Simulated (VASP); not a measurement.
The system is Sb.

```xyz
2
Lattice="1.9468 -2.7514 0.0000 1.9468 2.7514 0.0000 0.0000 0.0000 5.2932" Properties=species:S:1:pos:R:3 pbc="T T T"
Sb    1.9468   -1.3757    1.4859
Sb    1.9468    1.3757    3.8073
```

| Quantity | Value |
| --- | --- |
| Program | VASP 6.6.1 |
| Task | relaxation of cell and atoms |
| Functional | PBE |
| Potentials or basis | VASP PAW PBE potentials, release 64 (Sb) |
| Cutoff | 600 eV |
| k mesh | 18 × 18 × 10 |
| Occupations | gaussian, width 0.1 eV |
| Spin | no spin polarisation |

At the start: pressure 0.2 GPa; volume 28.35 Å³/atom.

Where does the relaxation end?

Over 22 steps the energy falls by 27.7 meV/atom and the volume is 27.16 Å³/atom (-4.2 %); space group Fmmm (No. 69, to 0.05 Å).

Step by step:
```tsv
step	energy change (eV)	largest force (eV/Å)	pressure (GPa)	volume (Å³)
1	0.0000	0.3003	0.17	56.70
2	-0.0128	0.1978	-0.54	56.95
3	-0.0203	0.0947	-1.42	57.29
4	-0.0290	0.1305	-0.84	56.41
5	-0.0361	0.1787	0.32	54.97
6	-0.0362	0.1859	0.64	54.63
7	-0.0403	0.1504	0.70	54.33
8	-0.0422	0.1123	0.89	53.93
9	-0.0477	0.0626	-0.25	54.78
10	-0.0479	0.0531	-0.52	55.00
11	-0.0514	0.0505	-0.37	54.78
12	-0.0549	0.0247	0.08	54.27
13	-0.0549	0.0236	0.10	54.25
14	-0.0551	0.0147	-0.04	54.38
15	-0.0551	0.0108	-0.11	54.43
16	-0.0552	0.0034	-0.01	54.34
17	-0.0553	0.0001	0.03	54.30
18	-0.0553	0.0005	0.04	54.30
19	-0.0553	0.0024	-0.02	54.35
20	-0.0553	0.0035	-0.05	54.38
21	-0.0553	0.0047	0.02	54.31
22	-0.0553	0.0044	0.01	54.33
```

Final structure:
```yaml
crystal:
  lattice:
    - [1.88294, -2.66297, 0.00000]
    - [1.88294, 2.66297, 0.00000]
    - [0.00000, 0.00000, 5.41755]
  atoms:
    - { symbol: Sb, position: [0.75000, 0.25000, 0.24956] }
    - { symbol: Sb, position: [0.25000, 0.75000, 0.75044] }
```
